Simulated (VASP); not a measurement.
# SiAs4 (Pm-3m) in VASP: notebook, part 2 of 2

VASP 6.6.1. The steps go on from the part before.

**4. Relaxation of cell and atoms, PBE**

INCAR

```
SYSTEM = SiAs4
PREC = Accurate ; ENCUT = 600
EDIFF = 1E-6 ; ISMEAR = 0
SIGMA = 0.1 ; LREAL = .False.
LASPH = .True. ; NELM = 100
ALGO = Normal ; ISIF = 3
LWAVE = .False. ; LCHARG = .False.
GGA = PE ; IBRION = 2
NSW = 100 ; EDIFFG = -0.01
```

KPOINTS

```
regular mesh
0
Gamma
  8 8 8
  0 0 0
```

POSCAR

```
SiAs4
1.0
    4.8355577800      0.0000000000      0.0000000000
    0.0000000000      4.8355577800      0.0000000000
    0.0000000000      0.0000000000      4.8355577800
Si As
1 4
Direct
    0.5000000000      0.5000000000      0.5000000000
    0.0000000000      0.0000000000      0.0000000000
    0.5000000000      0.5000000000      0.0000000000
    0.5000000000      0.0000000000      0.5000000000
    0.0000000000      0.5000000000      0.5000000000
```

Potentials or basis: VASP PAW PBE potentials, release 64 (Si, As).

Command:

```
$ cat potpaw_PBE.64/Si/POTCAR potpaw_PBE.64/As/POTCAR > POTCAR
$ mpirun -np 1 vasp_std > vasp.out
```

OUTCAR:

```text
SYSTEM = SiAs4
   PREC = Accurate
   ENCUT = 600
   EDIFF = 1E-6
   ISMEAR = 0
   LREAL = .False.
   LASPH = .True.
   NELM = 100
   ISIF = 3
   GGA = PE
   IBRION = 2
   NSW = 100
   EDIFFG = -0.01

 ion  position               nearest neighbor table
   1  0.500  0.500  0.500-   3 2.42   4 2.42   5 2.42   3 2.42   4 2.42   5 2.42
   2  0.000  0.000  0.000-
   3  0.500  0.500  0.000-   1 2.42   1 2.42
   4  0.500  0.000  0.500-   1 2.42   1 2.42
   5  0.000  0.500  0.500-   1 2.42   1 2.42

  LATTYP: Found a simple cubic cell.
 ALAT       =     4.8355577800

  Lattice vectors:

 A1 = (   4.8355577800,   0.0000000000,   0.0000000000)
 A2 = (   0.0000000000,   4.8355577800,   0.0000000000)
 A3 = (   0.0000000000,   0.0000000000,   4.8355577800)

Analysis of symmetry for initial positions (statically):
=====================================================================
 Subroutine PRICEL returns:
 Original cell was already a primitive cell.

 Routine SETGRP: Setting up the symmetry group for a
 simple cubic supercell.

 Subroutine GETGRP returns: Found 48 space group operations
 (whereof 48 operations were pure point group operations)
 out of a pool of 48 trial point group operations.

The static configuration has the point symmetry O_h .

Analysis of symmetry for dynamics (positions and initial velocities):
=====================================================================
 Subroutine PRICEL returns:
 Original cell was already a primitive cell.

 Routine SETGRP: Setting up the symmetry group for a
 simple cubic supercell.

 Subroutine GETGRP returns: Found 48 space group operations
 (whereof 48 operations were pure point group operations)
 out of a pool of 48 trial point group operations.

The dynamic configuration has the point symmetry O_h .

 Subroutine INISYM returns: Found 48 space group operations
 (whereof 48 operations are pure point group operations),
 and found     1 'primitive' translations

----------------------------------------------------------------------------------------

                                     Primitive cell
[... 90 lines left out ...]
   ICHARG =      2    charge: 1-file 2-atom 10-const
   ISPIN  =      1    spin polarized calculation?
   LNONCOLLINEAR =      F non collinear calculations
   LSORBIT =      F    spin-orbit coupling
   LASPH  =      T    aspherical Exc in radial PAW
   ENCUT  =  600.0 eV  44.10 Ry    6.64 a.u.   9.66  9.66  9.66*2*pi/ulx,y,z
   NELM   =    100;   NELMIN=  2; NELMDL= -5     # of ELM steps
   EDIFF  = 0.1E-05   stopping-criterion for ELM
   LREAL  =      F    real-space projection
   EDIFFG = -.1E-01   stopping-criterion for IOM
   NSW    =    100    number of steps for IOM
   IBRION =      2    ionic relax: 0-MD 1-quasi-New 2-CG
   NFREE  =      1    steps in history (QN), initial steepest desc. (CG)
   ISIF   =      3    stress and relaxation
   ISYM   =      2    0-nonsym 1-usesym 2-fastsym
   POTIM  = 0.5000    time-step for ionic-motion
   TEBEG  =    0.0;   TEEND  =   0.0 temperature during run
   PSTRESS=    0.0 pullay stress
   NELECT =      24.0000    total number of electrons
   NUPDOWN=      -1.0000    fix difference up-down
   EMIN   =  10.00;   EMAX   =-10.00  energy-range for DOS
   EFERMI =   0.00;   METHOD = LEGACY
   ISMEAR =     0;   SIGMA  =   0.10  broadening in eV -4-tet -1-fermi 0-gaus
   EFERMI_NEDOS =   21; number of points for ismear=-14 and -15
   IALGO  =     38    algorithm
   IMIX   =      4    mixing-type and parameters
     AMIX     =   0.40;   BMIX     =  1.00
     AMIX_MAG =   1.60;   BMIX_MAG =  1.00
  volume/ion in A,a.u.               =      22.61       152.60
  Fermi-wavevector in a.u.,A,eV,Ry     =   0.976559  1.845430 12.975445  0.953668
  Thomas-Fermi vector in A             =   2.107188
   LORBIT       =      0    0 simple, 1 ext, 2 COOP (PROOUT), +10 PAW based schemes
   GGA     = PE    functional components
   LHFCALC =     F    Hartree Fock is set to
   AEXX    =    0.0000 exact exchange contribution
   IVDW    =     0    specifies the selected vdW correction
   LEPSILON=     F    determine dielectric tensor
   LRPA    =     F    only Hartree local field effects (RPA)
 conjugate gradient relaxation of ions
 non-spin polarized calculation
 Gauss-broadening in eV      SIGMA  =   0.10
  energy-cutoff  :      600.00
  volume of cell :      113.07
 maximum number of plane-waves:      3840
 NGX is ok and might be reduce to    40
   NGX = 19   NGY = 19   NGZ = 19

--------------------------------------- Ionic step        1  -------------------------------------------

 number of electron      24.0000002 magnetization

 Free energy of the ion-electron system (eV)
  ---------------------------------------------------
  ext. energy  EPLUGINS =         0.00000000
  ---------------------------------------------------
  free energy    TOTEN  =       -20.29493366 eV

  energy without entropy =      -20.27027507  energy(sigma->0) =      -20.28260437

 E-fermi :   4.4527     XC(G=0):  -9.7319

 val. band max:        4.4465149221   @ k =   0.3750   0.2500   0.2500
 cond. band min:       4.4567739464   @ k =   0.3750   0.3750   0.0000
 fundamental gap:      0.0102590243
 Fermi energy:         4.4526742672
[... 998 lines left out ...]
--------------------------------------- Ionic step        3  -------------------------------------------

 number of electron      24.0000002 magnetization

 Free energy of the ion-electron system (eV)
  ---------------------------------------------------
  ext. energy  EPLUGINS =         0.00000000
  ---------------------------------------------------
  free energy    TOTEN  =       -20.35743459 eV

  energy without entropy =      -20.33673788  energy(sigma->0) =      -20.34708623

 E-fermi :   4.9821     XC(G=0):  -9.9619

 val. band max:        4.9473875758   @ k =   0.3750   0.3750   0.0000
 cond. band min:       5.0023632423   @ k =   0.5000   0.2500   0.1250
 fundamental gap:      0.0549756666
 Fermi energy:         4.9820783742
[... 488 lines left out ...]
  FREE ENERGIE OF THE ION-ELECTRON SYSTEM (eV)
  ---------------------------------------------------
  free  energy   TOTEN  =       -20.3574345929 eV

  energy  without entropy=      -20.3367378765  energy(sigma->0) =      -20.34708623

 reached required accuracy - stopping structural energy minimisation
```

OSZICAR:

```text
N       E                     dE             d eps       ncg     rms          rms(c)
DAV:   1     0.950175836908E+02    0.95018E+02   -0.10690E+04  1120   0.141E+03
DAV:   2    -0.148273990117E+02   -0.10984E+03   -0.10857E+03  1584   0.185E+02
DAV:   3    -0.204925034722E+02   -0.56651E+01   -0.55785E+01  1360   0.453E+01
[... 21 lines left out ...]
DAV:   2    -0.203584996484E+02    0.22412E-02   -0.35431E-03  1224   0.342E-01    0.150E-01
DAV:   3    -0.203574395740E+02    0.10601E-02   -0.25535E-03  1136   0.247E-01    0.315E-02
DAV:   4    -0.203574366015E+02    0.29725E-05   -0.51380E-05  1392   0.425E-02    0.254E-02
DAV:   5    -0.203574351734E+02    0.14281E-05   -0.11480E-05  1320   0.163E-02    0.621E-03
DAV:   6    -0.203574345929E+02    0.58047E-06   -0.13941E-06   672   0.633E-03
   3 F= -.20357435E+02 E0= -.20347086E+02  d E =-.625009E-01
```

CONTCAR:

```text
SiAs4
   1.00000000000000
     4.7478612647284075   -0.0000000000000000    0.0000000000000000
    -0.0000000000000000    4.7478612647284075   -0.0000000000000000
     0.0000000000000000    0.0000000000000000    4.7478612647284075
  Si              As
     1     4
Direct
     0.5000000000000000    0.5000000000000000    0.5000000000000000
     0.0000000000000000    0.0000000000000000    0.0000000000000000
     0.5000000000000000    0.5000000000000000    0.0000000000000000
     0.5000000000000000    0.0000000000000000    0.5000000000000000
     0.0000000000000000    0.5000000000000000    0.5000000000000000

  0.00000000E+00  0.00000000E+00  0.00000000E+00
  0.00000000E+00  0.00000000E+00  0.00000000E+00
  0.00000000E+00  0.00000000E+00  0.00000000E+00
  0.00000000E+00  0.00000000E+00  0.00000000E+00
  0.00000000E+00  0.00000000E+00  0.00000000E+00
```

Wall time 1.7 min (1 thread of Intel Xeon Platinum 8488C (Sapphire Rapids), shared host); peak memory 0.28 GiB.

What came out:

| Property | Result |
| --- | --- |
| Free energy | -20.3574 eV |
| Relaxed volume | 21.41 Å³/atom |
| Relaxed cell | a = 4.748 Å, b = 4.748 Å, c = 4.748 Å, α = 90.00°, β = 90.00°, γ = 90.00° |
| Space group after relaxing (to 0.1 Å) | Pm-3m (No. 221) |
| Energy gained by relaxing | 12.5 meV/atom |
| Ionic steps | 3 |
| Pressure after relaxing | 0.0 GPa |
| Band gap on the k mesh | zero (bands 12 and 13 overlap by 2.57 eV) |

The path:
```tsv
step	energy change (eV)	largest force (eV/Å)	pressure (GPa)	volume (Å³)
1	0.0000	0.0000	-3.15	113.07
2	-0.0602	0.0000	0.68	105.96
3	-0.0625	0.0000	0.01	107.03
```

Final structure:
```cif
data_structure
_symmetry_space_group_name_H-M 'P 1'
_symmetry_Int_Tables_number 1
_cell_length_a 4.7479
_cell_length_b 4.7479
_cell_length_c 4.7479
_cell_angle_alpha 90.000
_cell_angle_beta 90.000
_cell_angle_gamma 90.000
_cell_volume 107.03
loop_
_atom_site_label
_atom_site_type_symbol
_atom_site_fract_x
_atom_site_fract_y
_atom_site_fract_z
_atom_site_occupancy
Si1 Si 0.50000 0.50000 0.50000 1
As1 As 0.00000 0.00000 0.00000 1
As2 As 0.50000 0.50000 0.00000 1
As3 As 0.50000 0.00000 0.50000 1
As4 As 0.00000 0.50000 0.50000 1
```

**5. Summary**

```tsv
task	cell	k mesh	cutoff (eV)	gap on the mesh (eV)	pressure (GPa)
single point	a = 4.836 Å, 5 atoms	4 × 4 × 4	520	none	-2.8
single point	a = 4.745 Å, 5 atoms	8 × 8 × 8	520	none	0.1
relaxation of cell and atoms	relaxed from a = 4.836 Å, 5 atoms	8 × 8 × 8	600	none	0.0
```

Alike in all rows: level PBE; potentials or basis VASP PAW PBE potentials, release 64 (Si, As); no spin polarisation; smearing gaussian 0.1 eV.

Absolute energies hang on the potentials; compare differences alone.
